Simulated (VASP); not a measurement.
Runs of VASP 6.6.1 on InP. The structure is that of space group F-43m (No. 216), or close to it. The cells are those of the table. 

```tsv
level	potentials or basis	spin	cell	k mesh	cutoff (eV)	smearing	grid for exact exchange (PRECFOCK)	share of exact exchange	gap on the mesh (eV)	pressure (GPa)
LDA	VASP PAW LDA potentials, release 64 (In_d, P)	non-collinear, zero start, SOC	a = 4.144 Å, angles 60.0°, 2 atoms	8 × 8 × 8	520	fermi-dirac 0.05 eV	-	-	-	-1.2
B3LYP	VASP PAW PBE potentials, release 64 (In_d, P)	off	a = 4.117 Å, angles 60.0°, 2 atoms	4 × 4 × 4	520	fermi-dirac 0.05 eV	Normal	0.2	1.98	6.2
HF	VASP PAW PBE potentials, release 64 (In_d, P)	off	a = 4.231 Å, angles 60.0°, 2 atoms	4 × 4 × 4	520	fermi-dirac 0.05 eV	Normal	1	(a)	-0.7
PBE exchange alone	VASP PAW PBE potentials, release 64 (In_d, P)	off	a = 4.144 Å, angles 60.0°, 2 atoms	8 × 8 × 8	500	gaussian 0.01 eV	-	-	0.69	12.3
RPBE+D4	VASP PAW PBE potentials, release 64 (In_d, P)	off	a = 4.163 Å, angles 60.0°, 2 atoms	8 × 8 × 8	520	fermi-dirac 0.05 eV	-	-	0.77	(b)
```

Alike in all rows: task single point.

Task: Estimate the missing entries.

Result: (a) 6.98; (b) -0.1.

Caveats: some runs use coarse meshes; spin-orbit coupling is left out, which moves the levels of the heavy elements (at least some runs); the PAW data sets were made with another functional, which shifts forces and pressure a little (at least some runs); the cell stands under pressure (at least some runs).

A k mesh can miss the band edges, and rows without SOC leave out spin-orbit coupling on In.
